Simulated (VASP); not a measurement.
# EuSb (F-43m) in VASP: a series of runs

Runs on EuSb. Level: PBE+U. Tasks: single point.

All numbers are computed with VASP 6.6.1; they aren't measurements. Logs are shortened: lines on timing, memory, paths and dates and some standing lists are left out, and cuts for length are marked.

## (1) The cell of the first run

The structure is cubic, space group F-43m (No. 216). Conventional cell: a = 7.635 Å, b = 7.635 Å, c = 7.635 Å, α = 90.00°, β = 90.00°, γ = 90.00°. Within 4.3 Å of Eu (site symmetry -43m) lie 4 Sb at 3.31 Å. Within 4.3 Å of Sb (site symmetry -43m) lie 4 Eu at 3.31 Å.

## (2) Single point, PBE+U, collinear spin, ferromagnetic start (55.63 Å³/atom)

Input file INCAR:

```
SYSTEM = EuSb
ALGO = Normal ; EDIFF = 1E-7
ENCUT = 520 ; GGA = PE
ISIF = 2 ; ISMEAR = 0
ISPIN = 2 ; LASPH = .True.
LCHARG = .True. ; LDAU = .True.
LDAUJ = 0 0 ; LDAUL = 3 -1
LDAUPRINT = 1 ; LDAUTYPE = 2
LDAUU = 6 0 ; LELF = .True.
LMAXMIX = 6 ; LORBIT = 11
LREAL = .False. ; LVHAR = .True.
LWAVE = .False. ; MAGMOM = 7.72 0.51
NBANDS = 22 ; NELM = 150
PREC = Accurate ; SIGMA = 0.05
```

Input file KPOINTS:

```
k-points
0
Gamma
  8 8 8
  0 0 0
```

Input file POSCAR:

```
EuSb
1.0
    0.0000000000      3.8173202274      3.8173202274
    3.8173202274      0.0000000000      3.8173202274
    3.8173202274      3.8173202274      0.0000000000
Eu Sb
1 1
Direct
    0.0000000000      0.0000000000      0.0000000000
    0.2500000000      0.2500000000      0.2500000000
```

Potentials or basis: VASP PAW PBE potentials, release 64 (Eu, Sb).

Started as:

```sh
> cat potpaw_PBE.64/Eu/POTCAR potpaw_PBE.64/Sb/POTCAR > POTCAR
> mpirun -np 1 vasp_std > vasp.out
```

OUTCAR:

```text
SYSTEM = EuSb
   EDIFF = 1E-7
   ENCUT = 520
   GGA = PE
   ISIF = 2
   ISMEAR = 0
   ISPIN = 2
   LASPH = .True.
   LORBIT = 11
   LREAL = .False.
   NELM = 150
   PREC = Accurate

 ion  position               nearest neighbor table
   1  0.000  0.000  0.000-   2 3.31   2 3.31   2 3.31   2 3.31
   2  0.250  0.250  0.250-   1 3.31   1 3.31   1 3.31   1 3.31

  LATTYP: Found a face centered cubic cell.
 ALAT       =     7.6346404548

  Lattice vectors:

 A1 = (   0.0000000000,   3.8173202274,   3.8173202274)
 A2 = (   3.8173202274,   0.0000000000,   3.8173202274)
 A3 = (   3.8173202274,   3.8173202274,   0.0000000000)

Analysis of symmetry for initial positions (statically):
=====================================================================
 Subroutine PRICEL returns:
 Original cell was already a primitive cell.

 Routine SETGRP: Setting up the symmetry group for a
 face centered cubic supercell.

 Subroutine GETGRP returns: Found 24 space group operations
 (whereof 24 operations were pure point group operations)
 out of a pool of 48 trial point group operations.

The static configuration has the point symmetry T_d .

Analysis of symmetry for dynamics (positions and initial velocities):
=====================================================================
 Subroutine PRICEL returns:
 Original cell was already a primitive cell.

 Routine SETGRP: Setting up the symmetry group for a
 face centered cubic supercell.

 Subroutine GETGRP returns: Found 24 space group operations
 (whereof 24 operations were pure point group operations)
 out of a pool of 48 trial point group operations.

The dynamic configuration has the point symmetry T_d .

Analysis of structural, dynamic, and magnetic symmetry:
=====================================================================
 Subroutine PRICEL returns:
 Original cell was already a primitive cell.

 Routine SETGRP: Setting up the symmetry group for a
 face centered cubic supercell.

 Subroutine GETGRP returns: Found 24 space group operations
 (whereof 24 operations were pure point group operations)
 out of a pool of 48 trial point group operations.

The overall configuration has the point symmetry T_d .

 Subroutine INISYM returns: Found 24 space group operations
 (whereof 24 operations are pure point group operations),
 and found     1 'primitive' translations

----------------------------------------------------------------------------------------

                                     Primitive cell

  volume of cell :     111.2515

  direct lattice vectors                    reciprocal lattice vectors
     0.000000000  3.817320227  3.817320227    -0.130981938  0.130981938  0.130981938
     3.817320227  0.000000000  3.817320227     0.130981938 -0.130981938  0.130981938
[... 110 lines left out ...]
 LDA+U is selected, type is set to LDAUTYPE =  2
   angular momentum for each species LDAUL =     3   -1
   U (eV)           for each species LDAUU =   6.0  0.0
   J (eV)           for each species LDAUJ =   0.0  0.0
   GGA     = PE    functional components
   LHFCALC =     F    Hartree Fock is set to
   AEXX    =    0.0000 exact exchange contribution
   IVDW    =     0    specifies the selected vdW correction
   LEPSILON=     F    determine dielectric tensor
   LRPA    =     F    only Hartree local field effects (RPA)
 spin polarized calculation
 Gauss-broadening in eV      SIGMA  =   0.05
  energy-cutoff  :      520.00
  volume of cell :      111.25
 maximum number of plane-waves:      3028
   NGX = 21   NGY = 21   NGZ = 21

atom =   1  type =  1  l = 3

 onsite density matrix

spin component  1

  0.9802  0.0000  0.0003 -0.0000 -0.0000 -0.0000 -0.0000
  0.0000  0.9768 -0.0000  0.0000  0.0000  0.0000  0.0000
  0.0003 -0.0000  0.9800  0.0000  0.0000 -0.0000 -0.0000
 -0.0000  0.0000  0.0000  0.9804 -0.0000  0.0000 -0.0000
 -0.0000  0.0000  0.0000 -0.0000  0.9800 -0.0000 -0.0003
 -0.0000  0.0000 -0.0000  0.0000 -0.0000  0.9798  0.0000
 -0.0000  0.0000 -0.0000 -0.0000 -0.0003  0.0000  0.9802

spin component  2

  0.0003  0.0000  0.0000  0.0000  0.0000  0.0000  0.0000
  0.0000  0.0010  0.0000 -0.0000 -0.0000 -0.0000 -0.0000
  0.0000  0.0000  0.0003 -0.0000  0.0000  0.0000  0.0000
  0.0000 -0.0000 -0.0000  0.0003  0.0000 -0.0000 -0.0000
  0.0000 -0.0000  0.0000  0.0000  0.0003  0.0000 -0.0000
  0.0000 -0.0000  0.0000 -0.0000  0.0000  0.0002 -0.0000
  0.0000 -0.0000  0.0000 -0.0000 -0.0000 -0.0000  0.0003

 occupancies and eigenvectors

  o =  0.0002  v =  0.0000  0.0000  0.0000  0.0000  0.0000  0.0000  0.0000  0.0000  0.0000 -0.0000 -0.0000  0.0001 -1.0000  0.0001      0.0000  0.0000  0.0000  0.0000  0.0000  0.0000  0.0000  0.0000  0.0000  0.0000  0.0000  0.0000  0.0000  0.0000
  o =  0.0002  v =  0.0000  0.0000  0.0000  0.0000  0.0000  0.0000  0.0000 -0.0009 -0.0000  0.0012 -0.0000 -0.7906 -0.0001 -0.6124      0.0000  0.0000  0.0000  0.0000  0.0000  0.0000  0.0000  0.0000  0.0000  0.0000  0.0000  0.0000  0.0000  0.0000
[... 2 lines left out ...]
  o =  0.0003  v =  0.0000  0.0000  0.0000  0.0000  0.0000  0.0000  0.0000  0.0000 -0.0000  0.0000  0.0001 -0.6124 -0.0000  0.7906      0.0000  0.0000  0.0000  0.0000  0.0000  0.0000  0.0000  0.0000  0.0000  0.0000  0.0000  0.0000  0.0000  0.0000
  o =  0.0003  v =  0.0000  0.0000  0.0000  0.0000  0.0000  0.0000  0.0000 -0.0003 -0.0000 -0.0002 -1.0000 -0.0000  0.0000  0.0001      0.0000  0.0000  0.0000  0.0000  0.0000  0.0000  0.0000  0.0000  0.0000  0.0000  0.0000  0.0000  0.0000  0.0000
  o =  0.0010  v =  0.0000  0.0000  0.0000  0.0000  0.0000  0.0000  0.0000 -0.0000 -1.0000  0.0000  0.0000  0.0000  0.0000  0.0000      0.0000  0.0000  0.0000  0.0000  0.0000  0.0000  0.0000  0.0000  0.0000  0.0000  0.0000  0.0000  0.0000  0.0000
  o =  0.9768  v =  0.0000  1.0000 -0.0000 -0.0000 -0.0000  0.0000 -0.0000  0.0000  0.0000  0.0000  0.0000  0.0000  0.0000  0.0000      0.0000  0.0000  0.0000  0.0000  0.0000  0.0000  0.0000  0.0000  0.0000  0.0000  0.0000  0.0000  0.0000  0.0000
  o =  0.9798  v =  0.0000 -0.0000 -0.0000  0.0000 -0.7897  0.0473 -0.6117  0.0000  0.0000  0.0000  0.0000  0.0000  0.0000  0.0000      0.0000  0.0000  0.0000  0.0000  0.0000  0.0000  0.0000  0.0000  0.0000  0.0000  0.0000  0.0000  0.0000  0.0000
  o =  0.9798  v = -0.6124  0.0000  0.7906 -0.0000 -0.0000 -0.0000 -0.0000  0.0000  0.0000  0.0000  0.0000  0.0000  0.0000  0.0000      0.0000  0.0000  0.0000  0.0000  0.0000  0.0000  0.0000  0.0000  0.0000  0.0000  0.0000  0.0000  0.0000  0.0000
  o =  0.9798  v =  0.0000 -0.0000  0.0000 -0.0000  0.0374  0.9989  0.0289  0.0000  0.0000  0.0000  0.0000  0.0000  0.0000  0.0000      0.0000  0.0000  0.0000  0.0000  0.0000  0.0000  0.0000  0.0000  0.0000  0.0000  0.0000  0.0000  0.0000  0.0000
  o =  0.9804  v =  0.0000 -0.0000 -0.0000 -0.9798  0.1224 -0.0000 -0.1580  0.0000  0.0000  0.0000  0.0000  0.0000  0.0000  0.0000      0.0000  0.0000  0.0000  0.0000  0.0000  0.0000  0.0000  0.0000  0.0000  0.0000  0.0000  0.0000  0.0000  0.0000
  o =  0.9804  v =  0.0000 -0.0000 -0.0000 -0.1998 -0.6000 -0.0000  0.7746  0.0000  0.0000  0.0000  0.0000  0.0000  0.0000  0.0000      0.0000  0.0000  0.0000  0.0000  0.0000  0.0000  0.0000  0.0000  0.0000  0.0000  0.0000  0.0000  0.0000  0.0000
  o =  0.9804  v = -0.7906 -0.0000 -0.6124  0.0000  0.0000  0.0000  0.0000  0.0000  0.0000  0.0000  0.0000  0.0000  0.0000  0.0000      0.0000  0.0000  0.0000  0.0000  0.0000  0.0000  0.0000  0.0000  0.0000  0.0000  0.0000  0.0000  0.0000  0.0000

 number of electron      21.9999994 magnetization       7.9999992

 Free energy of the ion-electron system (eV)
  ---------------------------------------------------
  ext. energy  EPLUGINS =         0.00000000
  ---------------------------------------------------
  free energy    TOTEN  =       -15.36935114 eV

  energy without entropy =      -15.36321707  energy(sigma->0) =      -15.36628411

 E-fermi :   0.5088     XC(G=0):  -7.0514

 val. band max:        0.5066432655   @ k =   0.5000   0.3750   0.0000
 cond. band min:       0.5304824607   @ k =   0.2500   0.2500   0.0000
 fundamental gap:      0.0238391952
 Fermi energy:         0.5088350620

 spin component 1

 k-point     1 :       0.0000    0.0000    0.0000
  band No.  band energies     occupation
      1     -39.4695      1.00000
      2     -18.4182      1.00000
      3     -18.4182      1.00000
      4     -18.4182      1.00000
      5      -7.6513      1.00000
      6      -0.5555      1.00000
[... 1193 lines left out ...]
     21       9.8776      0.00000
     22      10.1643      0.00000

 [... further k-points ...]
[... 5 lines left out ...]
  --------------------------------------------------------------------------------------
  -------------------------------------------------------------------------------------
  Total       -0.6443028     -0.6443028     -0.6443028      0.0000000     -0.0000000      0.0000000
  in kB       -9.2788644     -9.2788644     -9.2788644      0.0000000     -0.0000000      0.0000000
  external PRESSURE =      -9.2788644 kB  Pullay stress =       0.0000000 kB

 VOLUME and BASIS-vectors are now :
 -----------------------------------------------------------------------------
  energy-cutoff  :      520.00
  volume of cell :      111.25
      direct lattice vectors                 reciprocal lattice vectors
     0.000000000  3.817320227  3.817320227    -0.130981938  0.130981938  0.130981938
     3.817320227  0.000000000  3.817320227     0.130981938 -0.130981938  0.130981938
     3.817320227  3.817320227  0.000000000     0.130981938  0.130981938 -0.130981938

 POSITION                                       TOTAL-FORCE (eV/Angst)
 -----------------------------------------------------------------------------------
      0.00000      0.00000      0.00000        -0.000000     -0.000000     -0.000000
      1.90866      1.90866      1.90866         0.000000      0.000000      0.000000
 -----------------------------------------------------------------------------------
    total drift:                                0.000000      0.000000      0.000000

  FREE ENERGIE OF THE ION-ELECTRON SYSTEM (eV)
  ---------------------------------------------------
  free  energy   TOTEN  =       -15.3693511421 eV

  energy  without entropy=      -15.3632170709  energy(sigma->0) =      -15.36628411

 total charge

# of ion       s       p       d       f       tot
--------------------------------------------------
    1        2.046   5.760   0.201   6.853  14.859
    2        1.153   1.294   0.003   0.000   2.450
--------------------------------------------------
tot          3.199   7.053   0.203   6.853  17.309

 magnetization (x)

# of ion       s       p       d       f       tot
--------------------------------------------------
    1       -0.012  -0.101   0.077   6.848   6.811
    2       -0.006   0.296   0.001   0.000   0.292
--------------------------------------------------
tot         -0.018   0.195   0.078   6.848   7.103
```

Wall time 2.7 min (1 thread of Intel Xeon 6975P-C (Granite Rapids), shared host); peak memory 0.38 GiB.

Results:

```yaml
Free_energy: -15.3694 eV
Pressure: -0.9 GPa
Band_gap_on_the_k_mesh: zero (filled and empty bands overlap)
Net_moment: 8.00 μB per cell
Site_moments: Eu +6.81; Sb +0.29 μB
Valence_electrons_inside_the_program's_atomic_spheres: Eu 14.86; Sb 2.45
```

Levels at points of the mesh, in eV from the Fermi level:
Spin up:
| k point | band 11 | band 12 | band 13 | band 14 | band 15 | band 16 | band 17 | band 18 | band 19 | band 20 |
| --- | --- | --- | --- | --- | --- | --- | --- | --- | --- | --- |
| (0.00, 0.00, 0.00) | -0.90 | -0.90 | -0.52 | -0.52 | -0.52 | 1.86 | 3.24 | 3.24 | 5.54 | 5.54 |
| (0.50, 0.00, 0.00) | -0.91 | -0.90 | -0.85 | -0.42 | -0.42 | 2.94 | 3.40 | 3.40 | 3.87 | 4.31 |
| (0.50, 0.50, 0.00) | -0.91 | -0.90 | -0.83 | -0.33 | -0.33 | 1.88 | 2.73 | 3.94 | 3.96 | 3.96 |
Spin down:
```csv
k point,band 3,band 4,band 5,band 6,band 7,band 8,band 9,band 10,band 11,band 12
"(0.00, 0.00, 0.00)",-16.61,-16.61,-7.67,-0.07,-0.07,-0.07,2.10,4.03,4.03,6.05
"(0.50, 0.00, 0.00)",-16.61,-16.61,-7.38,-1.07,0.05,0.05,3.50,4.14,4.14,4.27
"(0.50, 0.50, 0.00)",-16.62,-16.62,-7.28,-1.20,0.15,0.15,2.33,3.36,4.84,4.84
```

Eigenvalues of the final occupation matrices:
```tsv
site	spin	trace	eigenvalues
site 1 f	1	6.86	0.98 0.98 0.98 0.98 0.98 0.98 0.98
site 1 f	2	0.00	0.00 0.00 0.00 0.00 0.00 0.00 0.00
```

Caveat: spin-orbit coupling is left out, which moves the levels of the heavy elements; a cell with one magnetic atom can't hold antiferromagnetic order, which such compounds often take. The state reached can hang on the start; a lower one may exist.

## (3) Single point, PBE+U, collinear spin, ferromagnetic start (57.19 Å³/atom)

This run uses another cell than the first one, of 57.19 Å³/atom.

Input file INCAR:

```
SYSTEM = EuSb
PREC     = Accurate       ! precision mode
ENCUT    = 520            ! plane-wave cutoff, eV
EDIFF    = 1E-6           ! SCF threshold, eV
ISMEAR   = 0              ! smearing method
SIGMA    = 0.05           ! smearing width, eV
LREAL    = .False.        ! projectors in reciprocal space
LASPH    = .True.         ! aspherical terms in the spheres
NELM     = 150            ! most SCF steps
ALGO     = Normal         ! electronic algorithm
ISIF     = 2              ! what is computed and relaxed
LWAVE    = .False.        ! write WAVECAR
LCHARG   = .False.        ! write CHGCAR
ISPIN    = 2              ! spin polarisation
MAGMOM   = 7.73 0.52      ! initial moments
LORBIT   = 11             ! projections on sites
LMAXMIX  = 6              ! l up to which the mixer works
LDAU     = .True.         ! DFT+U
LDAUTYPE = 2            
LDAUL    = 3 -1           ! shell
LDAUU    = 6 0            ! U, eV
LDAUJ    = 0 0          
LDAUPRINT= 1            
GGA      = PE             ! functional
NBANDS   = 22             ! bands
```

Input file KPOINTS:

```
regular mesh
0
Gamma
  8 8 8
  0 0 0
```

Input file POSCAR:

```
EuSb
1.0
    0.0000000000      3.8526677962      3.8526677962
    3.8526677962      0.0000000000      3.8526677962
    3.8526677962      3.8526677962      0.0000000000
Eu Sb
1 1
Direct
    0.0000000000      0.0000000000      0.0000000000
    0.2500000000      0.2500000000      0.2500000000
```

Potentials or basis: VASP PAW PBE potentials, release 64 (Eu, Sb).

Started as:

```sh
> cat potpaw_PBE.64/Eu/POTCAR potpaw_PBE.64/Sb/POTCAR > POTCAR
> mpirun -np 1 vasp_std > vasp.out
```

Wall time 2.8 min (1 thread of Intel Xeon 6975P-C (Granite Rapids), shared host); peak memory 0.39 GiB.

It converged, with:

```
Free energy                                           : -15.3483 eV
Pressure                                              : -1.3 GPa
Band gap on the k mesh                                : zero (filled and empty bands overlap)
Net moment                                            : 8.00 μB per cell
Site moments                                          : Eu +6.81; Sb +0.29 μB
Valence electrons inside the program's atomic spheres : Eu 14.85; Sb 2.44
```

Levels at points of the mesh, in eV from the Fermi level:
Spin up:
| k point | band 12 | band 13 | band 14 | band 15 | band 16 | band 17 | band 18 | band 19 |
| --- | --- | --- | --- | --- | --- | --- | --- | --- |
| (0.00, 0.00, 0.00) | -0.96 | -0.53 | -0.53 | -0.53 | 1.78 | 3.20 | 3.20 | 5.44 |
| (0.50, 0.00, 0.00) | -0.97 | -0.91 | -0.43 | -0.43 | 2.90 | 3.36 | 3.36 | 3.78 |
| (0.50, 0.50, 0.00) | -0.97 | -0.90 | -0.35 | -0.35 | 1.89 | 2.69 | 3.89 | 3.90 |
Spin down:
| k point | band 5 | band 6 | band 7 | band 8 | band 9 | band 10 |
| --- | --- | --- | --- | --- | --- | --- |
| (0.00, 0.00, 0.00) | -7.64 | -0.07 | -0.07 | -0.07 | 2.03 | 3.99 |
| (0.50, 0.00, 0.00) | -7.37 | -1.05 | 0.05 | 0.05 | 3.44 | 4.10 |
| (0.50, 0.50, 0.00) | -7.28 | -1.17 | 0.13 | 0.13 | 2.33 | 3.32 |

Eigenvalues of the final occupation matrices:
```csv
site,spin,trace,eigenvalues
site 1 f,1,6.86,0.98 0.98 0.98 0.98 0.98 0.98 0.98
site 1 f,2,0.00,0.00 0.00 0.00 0.00 0.00 0.00 0.00
```

Caveat: spin-orbit coupling is left out, which moves the levels of the heavy elements; a cell with one magnetic atom can't hold antiferromagnetic order, which such compounds often take.

## (4) Single point, PBE+U, collinear spin, ferromagnetic start

This run uses another cell than the first one, of 51.99 Å³/atom.

Input file POSCAR:

```
EuSb
1.0
    0.0000000000      3.7321922010      3.7321922010
    3.7321922010      0.0000000000      3.7321922010
    3.7321922010      3.7321922010      0.0000000000
Eu Sb
1 1
Direct
    0.0000000000      0.0000000000      0.0000000000
    0.2500000000      0.2500000000      0.2500000000
```

Input file INCAR.step1:

```
SYSTEM = EuSb
ALGO = Normal
EDIFF = 1E-7
ENCUT = 520
GGA = PE
ISIF = 2
ISMEAR = 0
ISPIN = 2
LASPH = .TRUE.
LCHARG = .TRUE.
LDAU = .TRUE.
LDAUJ = 0 0
LDAUL = 3 -1
LDAUPRINT = 1
LDAUTYPE = 2
LDAUU = 6 0
LMAXMIX = 6
LREAL = .FALSE.
LWAVE = .FALSE.
MAGMOM = 7.71 0
NBANDS = 22
NELM = 150
PREC = Accurate
SIGMA = 0.05
```

Input file KPOINTS.step1:

```
k-points
0
G
  8 8 8
  0 0 0
```

Input file INCAR.step2:

```
SYSTEM = EuSb
ALGO = Normal
EDIFF = 1E-7
ENCUT = 520
GGA = PE
ICHARG = 11
ISIF = 2
ISMEAR = -5
ISPIN = 2
LASPH = .TRUE.
LCHARG = .FALSE.
LDAU = .TRUE.
LDAUJ = 0 0
LDAUL = 3 -1
LDAUPRINT = 1
LDAUTYPE = 2
LDAUU = 6 0
LMAXMIX = 6
LORBIT = 11
LREAL = .FALSE.
LWAVE = .FALSE.
MAGMOM = 7.71 0
NBANDS = 22
NEDOS = 1001
NELM = 150
PREC = Accurate
SIGMA = 0.05
```

Input file KPOINTS.step2:

```
k-points
0
G
  12 12 12
  0 0 0
```

Started as:

```sh
> cat potpaw_PBE.64/Eu/POTCAR potpaw_PBE.64/Sb/POTCAR > POTCAR
> cp INCAR.step1 INCAR
> cp KPOINTS.step1 KPOINTS
> mpirun -np 1 vasp_std > vasp.out
> cp INCAR.step2 INCAR
> cp KPOINTS.step2 KPOINTS
> mpirun -np 1 vasp_std > vasp.out
```

Wall time 5.7 min (1 thread of Intel Xeon 6975P-C (Granite Rapids), shared host); peak memory 0.47 GiB.

It converged, with:

```yaml
Net_moment: 8.00 μB per cell
Site_moments: Eu +6.82; Sb +0.30 μB
Valence_electrons_inside_the_program's_atomic_spheres: Eu 14.88; Sb 2.47
```

Levels at points of the mesh, in eV from the Fermi level:
Spin up:
| k point | band 12 | band 13 | band 14 | band 15 | band 16 | band 17 | band 18 | band 19 |
| --- | --- | --- | --- | --- | --- | --- | --- | --- |
| (0.00, 0.00, 0.00) | -0.74 | -0.46 | -0.46 | -0.46 | 2.07 | 3.32 | 3.32 | 5.79 |
| (0.50, 0.00, 0.00) | -0.74 | -0.69 | -0.36 | -0.36 | 3.06 | 3.51 | 3.51 | 4.08 |
| (0.50, 0.50, 0.00) | -0.74 | -0.68 | -0.24 | -0.24 | 1.86 | 2.83 | 4.09 | 4.11 |
Spin down:
```tsv
k point	band 4	band 5	band 6	band 7	band 8	band 9	band 10	band 11
(0.00, 0.00, 0.00)	-16.45	-7.75	-0.09	-0.09	-0.09	2.28	4.13	4.13
(0.50, 0.00, 0.00)	-16.46	-7.39	-1.12	0.06	0.06	3.64	4.27	4.27
(0.50, 0.50, 0.00)	-16.47	-7.27	-1.28	0.20	0.20	2.32	3.48	5.00
```

Eigenvalues of the final occupation matrices:
```tsv
site	spin	trace	eigenvalues
site 1 f	1	6.85	0.98 0.98 0.98 0.98 0.98 0.98 0.98
site 1 f	2	0.00	0.00 0.00 0.00 0.00 0.00 0.00 0.00
```

Caveat: spin-orbit coupling is left out, which moves the levels of the heavy elements; a cell with one magnetic atom can't hold antiferromagnetic order, which such compounds often take. The state reached can hang on the start; a lower one may exist.

## (5) Summary

```tsv
cell	k mesh for the DOS	occupations for the DOS	gap on the mesh (eV)	pressure (GPa)	moment (μB)
a = 5.399 Å, angles 60.0°, 2 atoms	-	-	none	-0.9	8.00
a = 5.448 Å, angles 60.0°, 2 atoms	-	-	none	-1.3	8.00
a = 5.278 Å, angles 60.0°, 2 atoms	12 × 12 × 12	tetrahedron	-	-	8.00
```

Alike in all rows: task single point; level PBE+U; potentials or basis VASP PAW PBE potentials, release 64 (Eu, Sb); spin collinear, ferromagnetic start; Eu f U = 6.0 eV; k mesh 8 × 8 × 8; cutoff (eV) 520; smearing gaussian 0.05 eV.

Caveats: spin-orbit coupling is left out, which moves the levels of the heavy elements; a cell with one magnetic atom can't hold antiferromagnetic order, which such compounds often take.

Absolute energies hang on the potentials; compare differences alone.

The gap in the log of VASP goes by the Fermi energy; the results here count the filled bands.